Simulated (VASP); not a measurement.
**GeSb4Te4: single point with PBEsol**

GeSb4Te4:

```xyz
9
Lattice="4.2666 0.0000 0.0000 -2.1333 3.6950 0.0000 0.0000 0.0000 17.0067" Properties=species:S:1:pos:R:3 pbc="T T T"
Ge    0.0000    0.0000    0.0000
Sb    0.0000    2.4633    9.2833
Sb    2.1333    1.2317    7.7234
Sb    2.1333    1.2317   13.3904
Sb    0.0000    2.4633    3.6164
Te    0.0000    2.4633   15.3608
Te    2.1333    1.2317    1.6459
Te    0.0000    0.0000   11.6793
Te    0.0000    0.0000    5.3274
```

* Program: VASP 6.6.1
* Task: single point
* Functional: PBEsol
* Potentials or basis: VASP PAW PBE potentials, release 64 (Ge_d, Sb, Te)
* Cutoff: 520 eV
* k mesh: 12 × 12 × 2
* Occupations: gaussian, width 0.1 eV
* Spin: no spin polarisation

* Pressure: 0.1 GPa
* Largest force: 0.064 eV/Å

Forces in eV/Å, atoms in the order of the input:
```
Ge   0.000  0.000  0.000
Sb   0.000  0.000  0.064
Sb   0.000  0.000 -0.064
Sb   0.000  0.000  0.025
Sb   0.000  0.000 -0.025
Te   0.000  0.000 -0.004
Te   0.000  0.000  0.004
Te   0.000  0.000 -0.036
Te   0.000  0.000  0.036
```

Levels at points of the mesh, in eV from the Fermi level:
| k point | band 26 | band 27 | band 28 | band 29 | band 30 | band 31 | band 32 | band 33 |
| --- | --- | --- | --- | --- | --- | --- | --- | --- |
| (0.00, 0.00, 0.00) | -1.18 | -1.18 | -1.11 | -0.04 | 0.00 | 0.00 | 0.43 | 0.78 |
| (0.50, 0.00, 0.00) | -1.92 | -1.85 | -1.22 | -0.97 | 0.22 | 0.79 | 0.99 | 1.08 |
| (0.00, 0.00, 0.50) | -1.22 | -1.22 | -0.97 | -0.13 | 0.17 | 0.17 | 0.49 | 0.49 |
| (0.50, 0.00, 0.50) | -2.34 | -2.01 | -1.54 | -0.42 | 0.06 | 0.36 | 1.39 | 1.57 |

Wall time 7.6 min on 1 thread of Intel(R) Xeon(R) Platinum 8259CL CPU @ 2.50GHz (Skylake/Cascade Lake), with other jobs on the host, peak memory 0.58 GiB.

Caveat: the PAW data sets were made with another functional, which shifts forces and pressure a little; spin-orbit coupling is left out, which moves the levels of the heavy elements.
